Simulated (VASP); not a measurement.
# Pt (P6_3/mmc) in VASP: notebook, part 3 of 3

VASP 6.6.1.

### Step 5. Relaxation of cell and atoms, LDA

The input, INCAR:

```
SYSTEM = Pt
PREC = Accurate ; ENCUT = 600
EDIFF = 1E-6 ; ISMEAR = 0
SIGMA = 0.1 ; LREAL = .FALSE.
LASPH = .TRUE. ; NELM = 80
ALGO = Fast ; ISIF = 3
LWAVE = .FALSE. ; LCHARG = .FALSE.
IBRION = 2 ; NSW = 100
EDIFFG = -0.005
```

The input, KPOINTS:

```
Automatic mesh
0
G
  18 18 10
  0 0 0
```

The input, POSCAR:

```
Pt
1.0
    2.7088209694      0.0000000000      0.0000000000
   -1.3544104847      2.3459077738      0.0000000000
    0.0000000000      0.0000000000      4.6833864555
Pt
2
Direct
    0.6666666667      0.3333333333      0.7500000000
    0.3333333333      0.6666666667      0.2500000000
```

Potentials or basis: VASP PAW LDA potentials, release 64 (Pt).

The run is started by

```console
$ cat potpaw_LDA.64/Pt/POTCAR > POTCAR
$ mpirun -np 1 vasp_std > vasp.out
```

It took 6.5 min on 1 thread of Intel Xeon 8259CL, shared host; peak memory 0.22 GiB.

The run converged. Its results:

- Free energy: -14.8894 eV
- Relaxed volume: 14.90 Å³/atom
- Relaxed cell: a = 2.712 Å, b = 2.712 Å, c = 4.676 Å, α = 90.00°, β = 90.00°, γ = 120.00°
- Space group after relaxing (to 0.05 Å): P6_3/mmc (No. 194)
- Energy gained by relaxing: 0.1 meV/atom
- Ionic steps: 5
- Pressure after relaxing: 0.0 GPa
- Band gap on the k mesh: zero (band 10 reaches 11.89 eV, above the bottom of band 11 at 10.48 eV)

Step by step:
```csv
step,energy change (eV),largest force (eV/Å),pressure (GPa),volume (Å³)
1,0.0000,0.0000,0.35,29.76
2,0.0002,0.0000,-1.14,29.90
3,-0.0001,0.0000,-0.18,29.81
4,-0.0002,0.0000,0.08,29.78
5,-0.0002,0.0000,0.01,29.79
```

Final structure:
```cif
data_structure
_symmetry_space_group_name_H-M 'P 1'
_symmetry_Int_Tables_number 1
_cell_length_a 2.7123
_cell_length_b 2.7123
_cell_length_c 4.6759
_cell_angle_alpha 90.000
_cell_angle_beta 90.000
_cell_angle_gamma 120.000
_cell_volume 29.79
loop_
_atom_site_label
_atom_site_type_symbol
_atom_site_fract_x
_atom_site_fract_y
_atom_site_fract_z
_atom_site_occupancy
Pt1 Pt 0.66667 0.33333 0.75000 1
Pt2 Pt 0.33333 0.66667 0.25000 1
```

Levels at points of the mesh, in eV from the Fermi level:
```csv
k point,band 8,band 9,band 10,band 11,band 12,band 13
"(0.00, 0.00, 0.00)",-2.03,-2.03,-0.94,-0.23,-0.23,5.15
"(0.50, 0.00, 0.00)",0.06,0.30,0.54,2.37,3.93,7.55
"(0.00, 0.00, 0.50)",-3.77,-0.87,-0.87,-0.87,-0.87,12.46
"(0.50, 0.00, 0.50)",-1.00,0.44,0.44,1.68,1.68,6.87
```

Caveat: spin-orbit coupling is left out, which moves the levels of the heavy elements.

### Step 6. Single point, LDA

This run uses another cell than the first one: it holds 4 atoms, not 2.

The input, INCAR:

```
PREC = Accurate
ENCUT = 520
EDIFF = 1E-6
ISMEAR = 0
SIGMA = 0.15
LREAL = F
LASPH = T
NELM = 60
ALGO = Fast
ISIF = 2
LWAVE = F
LCHARG = F
GGA = CA
NBANDS = 28
```

The input, KPOINTS:

```
regular mesh
0
Gamma
  12 8 8
```

The input, POSCAR:

```
Pt
1.0
   -2.7079582014      0.0000000000      0.0000000000
    0.0000000000      0.0000000000     -4.6781625695
    0.0000000000     -4.6903211896      0.0000000000
Pt
4
Direct
    0.0000000000      0.2500000000      0.3333333333
    0.5000000000      0.2500000000      0.8333333333
    0.5000000000      0.7500000000      0.1666666667
    0.0000000000      0.7500000000      0.6666666667
```

Potentials or basis: VASP PAW LDA potentials, release 64 (Pt).

The run is started by

```console
$ cat potpaw_LDA.64/Pt/POTCAR > POTCAR
$ mpirun -np 1 vasp_std > vasp.out
```

OUTCAR:

```text
PREC = Accurate
   ENCUT = 520
   EDIFF = 1E-6
   ISMEAR = 0
   LREAL = F
   LASPH = T
   NELM = 60
   ISIF = 2
   GGA = CA

 ion  position               nearest neighbor table
   1  0.000  0.250  0.333-   2 2.71   2 2.71   2 2.71   2 2.71   3 2.81   3 2.81   3 2.81   3 2.81
                             4 2.81   4 2.81
   2  0.500  0.250  0.833-   1 2.71   1 2.71   1 2.71   1 2.71   4 2.81   4 2.81   4 2.81   4 2.81
                             3 2.81   3 2.81
   3  0.500  0.750  0.167-   4 2.71   4 2.71   4 2.71   4 2.71   1 2.81   1 2.81   1 2.81   1 2.81
                             2 2.81   2 2.81
   4  0.000  0.750  0.667-   3 2.71   3 2.71   3 2.71   3 2.71   2 2.81   2 2.81   2 2.81   2 2.81
                             1 2.81   1 2.81

  LATTYP: Found a simple orthorhombic cell.
 ALAT       =     2.7079582014
 B/A-ratio  =     1.7275608490
 C/A-ratio  =     1.7320508076

  Lattice vectors:

 A1 = (  -2.7079582014,   0.0000000000,   0.0000000000)
 A2 = (   0.0000000000,   0.0000000000,  -4.6781625695)
 A3 = (   0.0000000000,  -4.6903211896,   0.0000000000)

Analysis of symmetry for initial positions (statically):
=====================================================================
 Subroutine PRICEL returns following result:

  LATTYP: Found a hexagonal cell.
 ALAT       =     2.7079582014
 C/A-ratio  =     1.7275608490

  Lattice vectors:

 A1 = (  -1.3539791007,  -2.3451605948,   0.0000000000)
 A2 = (  -1.3539791007,   2.3451605948,   0.0000000000)
 A3 = (   0.0000000000,   0.0000000000,  -4.6781625695)

   2 primitive cells build up your supercell.

 Routine SETGRP: Setting up the symmetry group for a
 simple orthorhombic supercell.

 Subroutine GETGRP returns: Found  8 space group operations
 (whereof  4 operations were pure point group operations)
 out of a pool of  8 trial point group operations.

The static configuration has the point symmetry C_2h.
 The point group associated with its full space group is D_2h.

Analysis of symmetry for dynamics (positions and initial velocities):
=====================================================================
 Subroutine PRICEL returns following result:

  LATTYP: Found a hexagonal cell.
 ALAT       =     2.7079582014
 C/A-ratio  =     1.7275608490

  Lattice vectors:

 A1 = (  -1.3539791007,  -2.3451605948,   0.0000000000)
 A2 = (  -1.3539791007,   2.3451605948,   0.0000000000)
 A3 = (   0.0000000000,   0.0000000000,  -4.6781625695)

   2 primitive cells build up your supercell.

 Routine SETGRP: Setting up the symmetry group for a
 simple orthorhombic supercell.

 Subroutine GETGRP returns: Found  8 space group operations
 (whereof  4 operations were pure point group operations)
 out of a pool of  8 trial point group operations.

The dynamic configuration has the point symmetry C_2h.
 The point group associated with its full space group is D_2h.

 Subroutine INISYM returns: Found  8 space group operations
 (whereof  4 operations are pure point group operations),
 and found     2 'primitive' translations

----------------------------------------------------------------------------------------

                                     Primitive cell

  volume of cell :      29.7091

  direct lattice vectors                    reciprocal lattice vectors
[... 41 lines left out ...]

 Following reciprocal coordinates:
            Coordinates               Weight
  0.000000  0.000000  0.000000      1.000000
  0.083333  0.000000  0.000000      2.000000
  0.166667  0.000000  0.000000      2.000000
  0.250000  0.000000  0.000000      2.000000
  0.333333  0.000000  0.000000      2.000000
  0.416667  0.000000  0.000000      2.000000
[... 16 lines left out ...]
  0.083333  0.375000  0.000000      4.000000
  0.166667  0.375000  0.000000      4.000000
 [... further k-points ...]
   k-points           NKPTS =    175   k-points in BZ     NKDIM =    175   number of bands    NBANDS=     28
   number of dos      NEDOS =    301   number of ions     NIONS =      4
   total plane-waves  NPLWV =  25920
   dimension x,y,z NGX =    20 NGY =   36 NGZ =   36
   dimension x,y,z NGXF=    40 NGYF=   72 NGZF=   72
   ions per type =               4
   NGX,Y,Z   is equivalent  to a cutoff of  12.28, 12.79, 12.76 a.u.
   NGXF,Y,Z  is equivalent  to a cutoff of  24.56, 25.59, 25.52 a.u.
 SYSTEM =  unknown system
   PREC   = accura    normal or accurate (medium, high low for compatibility)
   ISTART =      0    job   : 0-new  1-cont  2-samecut
   ICHARG =      2    charge: 1-file 2-atom 10-const
   ISPIN  =      1    spin polarized calculation?
   LNONCOLLINEAR =      F non collinear calculations
   LSORBIT =      F    spin-orbit coupling
   LASPH  =      T    aspherical Exc in radial PAW
   ENCUT  =  520.0 eV  38.22 Ry    6.18 a.u.   5.04  8.70  8.72*2*pi/ulx,y,z
   NELM   =     60;   NELMIN=  2; NELMDL= -5     # of ELM steps
   EDIFF  = 0.1E-05   stopping-criterion for ELM
   LREAL  =      F    real-space projection
   EDIFFG = 0.1E-04   stopping-criterion for IOM
   NSW    =      0    number of steps for IOM
   IBRION =     -1    ionic relax: 0-MD 1-quasi-New 2-CG
   NFREE  =      0    steps in history (QN), initial steepest desc. (CG)
   ISIF   =      2    stress and relaxation
   ISYM   =      2    0-nonsym 1-usesym 2-fastsym
   POTIM  = 0.5000    time-step for ionic-motion
   TEBEG  =    0.0;   TEEND  =   0.0 temperature during run
   PSTRESS=    0.0 pullay stress
   NELECT =      40.0000    total number of electrons
   NUPDOWN=      -1.0000    fix difference up-down
   EMIN   =  10.00;   EMAX   =-10.00  energy-range for DOS
   EFERMI =   0.00;   METHOD = LEGACY
   ISMEAR =     0;   SIGMA  =   0.15  broadening in eV -4-tet -1-fermi 0-gaus
   EFERMI_NEDOS =   21; number of points for ismear=-14 and -15
   IALGO  =     68    algorithm
   IMIX   =      4    mixing-type and parameters
     AMIX     =   0.40;   BMIX     =  1.00
     AMIX_MAG =   1.60;   BMIX_MAG =  1.00
  volume/ion in A,a.u.               =      14.85       100.24
  Fermi-wavevector in a.u.,A,eV,Ry     =   1.434790  2.711359 28.009241  2.058621
  Thomas-Fermi vector in A             =   2.554159
   LORBIT       =      0    0 simple, 1 ext, 2 COOP (PROOUT), +10 PAW based schemes
   GGA     = CA    functional components
   LHFCALC =     F    Hartree Fock is set to
   AEXX    =    0.0000 exact exchange contribution
   IVDW    =     0    specifies the selected vdW correction
   LEPSILON=     F    determine dielectric tensor
   LRPA    =     F    only Hartree local field effects (RPA)
 non-spin polarized calculation
 RMM-DIIS sequential band-by-band and
 Gauss-broadening in eV      SIGMA  =   0.15
  energy-cutoff  :      520.00
  volume of cell :       59.42
 maximum number of plane-waves:      1634
   NGX = 11   NGY = 17   NGZ = 17

 number of electron      39.9999993 magnetization

 Free energy of the ion-electron system (eV)
  ---------------------------------------------------
  ext. energy  EPLUGINS =         0.00000000
  ---------------------------------------------------
  free energy    TOTEN  =       -29.80045818 eV

  energy without entropy =      -29.71518044  energy(sigma->0) =      -29.75781931

 E-fermi :  11.4080     XC(G=0): -13.7710

 val. band max:       11.4026380666   @ k =   0.4167   0.2500   0.1250
 cond. band min:      11.4083341616   @ k =   0.0833   0.5000   0.1250
 fundamental gap:      0.0056960950
 Fermi energy:        11.4079941282

 k-point     1 :       0.0000    0.0000    0.0000
  band No.  band energies     occupation
      1       1.0162      2.00000
      2       3.7181      2.00000
      3       4.3520      2.00000
      4       4.4820      2.00000
      5       5.1377      2.00000
      6       7.0666      2.00000
[... 733 lines left out ...]
     27      21.9709      0.00000
     28      22.8040      0.00000

 [... further k-points ...]

------------------------ aborting loop because EDIFF is reached ----------------------------------------

  FORCE on cell =-STRESS in cart. coord.  units (eV):
  Direction    XX          YY          ZZ          XY          YZ          ZX
  --------------------------------------------------------------------------------------
  -------------------------------------------------------------------------------------
  Total        0.4720918      0.5016994      0.0516292      0.0000000     -0.0000000      0.0000000
  in kB       12.7296709     13.5280220      1.3921515      0.0000000     -0.0000000      0.0000000
  external PRESSURE =       9.2166148 kB  Pullay stress =       0.0000000 kB

 VOLUME and BASIS-vectors are now :
 -----------------------------------------------------------------------------
  energy-cutoff  :      520.00
  volume of cell :       59.42
      direct lattice vectors                 reciprocal lattice vectors
    -2.707958201  0.000000000  0.000000000    -0.369281919  0.000000000  0.000000000
     0.000000000  0.000000000 -4.678162570     0.000000000  0.000000000 -0.213759138
     0.000000000 -4.690321190  0.000000000     0.000000000 -0.213205015  0.000000000

 POSITION                                       TOTAL-FORCE (eV/Angst)
 -----------------------------------------------------------------------------------
      0.00000     -1.56344     -1.16954        -0.000000      0.007919     -0.000000
     -1.35398     -3.90860     -1.16954         0.000000      0.007919      0.000000
     -1.35398     -0.78172     -3.50862        -0.000000     -0.007919     -0.000000
      0.00000     -3.12688     -3.50862         0.000000     -0.007919      0.000000
 -----------------------------------------------------------------------------------
    total drift:                               -0.000000     -0.000000     -0.000000

  FREE ENERGIE OF THE ION-ELECTRON SYSTEM (eV)
  ---------------------------------------------------
  free  energy   TOTEN  =       -29.8004581792 eV

  energy  without entropy=      -29.7151804401  energy(sigma->0) =      -29.75781931
```

stdout:

```text
POSCAR found type information on POSCAR Pt
 POSCAR found :  1 types and       4 ions
 scaLAPACK will be used
 LDA part: xc-table for (Slater(with rela. corr.)+CA(PZ))
 , standard interpolation
 POSCAR, INCAR and KPOINTS ok, starting setup
 FFT: planning ... GRIDC
 FFT: planning ... GRID_SOFT
 FFT: planning ... GRID
 WAVECAR not read
 entering main loop
```

Wall time 7.3 min (1 thread of Intel Xeon 8259CL, shared host); peak memory 0.31 GiB.

What came out:

| Item | Value |
| --- | --- |
| Free energy | -29.8005 eV |
| Pressure | 0.9 GPa |
| Largest force | 0.008 eV/Å |
| Band gap on the k mesh | zero (band 20 reaches 11.96 eV, above the bottom of band 21 at 10.79 eV) |

Forces on the atoms (eV/Å):
```
Pt   0.000  0.008  0.000
Pt   0.000  0.008  0.000
Pt   0.000 -0.008  0.000
Pt   0.000 -0.008  0.000
```

Stress tensor (GPa, compression positive):
```
1.27 0.00 0.00
0.00 1.35 0.00
0.00 0.00 0.14
```

Caveat: spin-orbit coupling is left out, which moves the levels of the heavy elements.

### Step 7. Summary

```tsv
task	potentials or basis	cell	k mesh	cutoff (eV)	smearing	second run	gap on the mesh (eV)	pressure (GPa)
single point	VASP PAW LDA potentials, release 64 (Pt)	a = 2.708, b = 2.708, c = 4.678 Å, angles 90.0, 90.0, 120.0°, 2 atoms	12 × 12 × 8	520	gaussian 0.15 eV	-	none	0.9
single point	VASP PAW LDA potentials, release 64 (Pt)	a = 2.708, b = 2.708, c = 4.678 Å, angles 90.0, 90.0, 120.0°, 2 atoms	18 × 18 × 10	520	gaussian 0.1 eV	-	none	0.7
single point	VASP PAW LDA potentials, release 64 (Pt_sv_GW)	a = 2.708, b = 2.708, c = 4.678 Å, angles 90.0, 90.0, 120.0°, 2 atoms	12 × 12 × 8	500	gaussian 0.15 eV	valence_matched	none	-2.3
relaxation of cell and atoms	VASP PAW LDA potentials, release 64 (Pt)	relaxed from a = 2.709, b = 2.709, c = 4.683 Å, angles 90.0, 90.0, 120.0°, 2 atoms	18 × 18 × 10	600	gaussian 0.1 eV	-	none	0.0
single point	VASP PAW LDA potentials, release 64 (Pt)	a = 2.708, b = 4.678, c = 4.690 Å, 4 atoms	12 × 8 × 8	520	gaussian 0.15 eV	-	none	0.9
```

Alike in all rows: level LDA; no spin polarisation.

Caveats: spin-orbit coupling is left out, which moves the levels of the heavy elements.

Total energies depend on the potentials used, so only differences within one code and one set of settings carry meaning.
